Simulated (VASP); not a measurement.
W: single point with PBE

W:

```
CELL_PARAMETERS angstrom
-1.57072 1.57072 1.57072
1.57072 -1.57072 1.57072
1.57072 1.57072 -1.57072
ATOMIC_POSITIONS crystal
W 0.00000 0.00000 0.00000
```

```yaml
Program: VASP 6.6.1
Task: single point
Functional: PBE
Potentials_or_basis: VASP PAW PBE potentials, release 64 (W_sv)
Cutoff: 520 eV
k_mesh: 16 × 16 × 16
Occupations: fermi-dirac, width 0.0612256 eV
Spin: no spin polarisation
```

```
Pressure               : 13.6 GPa
Band gap on the k mesh : zero (band 7 reaches 17.10 eV, above the bottom of band 8 at 10.51 eV)
```

Levels at points of the mesh, in eV from the Fermi level:
| k point | band 4 | band 5 | band 6 | band 7 | band 8 | band 9 | band 10 | band 11 |
| --- | --- | --- | --- | --- | --- | --- | --- | --- |
| (0.00, 0.00, 0.00) | -37.72 | -9.80 | -1.30 | -1.30 | -1.30 | 2.28 | 2.28 | 14.53 |
| (0.50, 0.00, 0.00) | -37.72 | -6.46 | -3.72 | 0.72 | 2.19 | 3.19 | 6.32 | 11.42 |
| (0.50, 0.50, 0.50) | -38.68 | -6.06 | -6.06 | 5.30 | 5.30 | 5.30 | 8.39 | 8.39 |

It took 27 s on 1 thread of Intel Xeon 8259CL (shared host), peak memory 0.15 GiB.

Caveat: spin-orbit coupling is left out, which moves the levels of the heavy elements.
